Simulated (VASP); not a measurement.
Wanted: the native input for a VASP 6.6.1 run.

```yaml
Task: single point
Functional: PBE
Potentials_or_basis: VASP PAW PBE potentials, release 64 (Li_sv, Ta_pv, O)
Cutoff: 750 eV
k_mesh: 12 × 12 × 14
Occupations: gaussian, width 0.1 eV
Spin: collinear spin, ferromagnetic start
Starting_moments: "[0.0, 0.0, 0.0, -0.26, -0.26, -0.26] μB"
Dipole_correction: no
Further_INCAR_settings: ALGO = Normal; EDIFF = 1e-06; NBANDS = 30
```

The structure of Li2TaO3 lies in POSCAR:

```
Li2TaO3
1.0
    4.8051937824      0.0000000000      0.0000000000
   -2.4025968912      4.1614198857      0.0000000000
    0.0000000000      0.0000000000      2.6372946265
Li Ta O
2 1 3
Direct
    0.6666666667      0.3333333333      0.0000000000
    0.3333333333      0.6666666667      0.0000000000
    0.0000000000      0.0000000000      0.0000000000
    0.5000000000      0.0000000000      0.5000000000
    0.5000000000      0.5000000000      0.5000000000
    0.0000000000      0.5000000000      0.5000000000
```

The cell was generated, and may not be a known phase.

The input as run:

INCAR

```
PREC = Accurate
ENCUT = 750
EDIFF = 1E-6
ISMEAR = 0
SIGMA = 0.1
LREAL = False
LASPH = True
NELM = 200
ALGO = Normal
ISIF = 2
LWAVE = False
LCHARG = False
ISPIN = 2
MAGMOM = 0 0 0 -0.26 -0.26 -0.26
LORBIT = 11
LMAXMIX = 4
GGA = PE
NBANDS = 30
GGA_COMPAT = False
```

KPOINTS

```
Automatic mesh
0
Gamma
  12 12 14
```

Potentials or basis: VASP PAW PBE potentials, release 64 (Li_sv, Ta_pv, O).

The run is started by

```bash
$ cat potpaw_PBE.64/Li_sv/POTCAR potpaw_PBE.64/Ta_pv/POTCAR potpaw_PBE.64/O/POTCAR > POTCAR
$ mpirun -np 1 vasp_std > vasp.out
```

It gave:

```yaml
Pressure: -0.4 GPa
Net_moment: 0.00 μB per cell
Valence_electrons_inside_the_program's_atomic_spheres: Li 2.15; Ta 8.48; O 4.92
```

It took 22 min on 1 thread of Oxide Virtual Turin-like Processor, with other jobs on the host, peak memory 0.67 GiB.
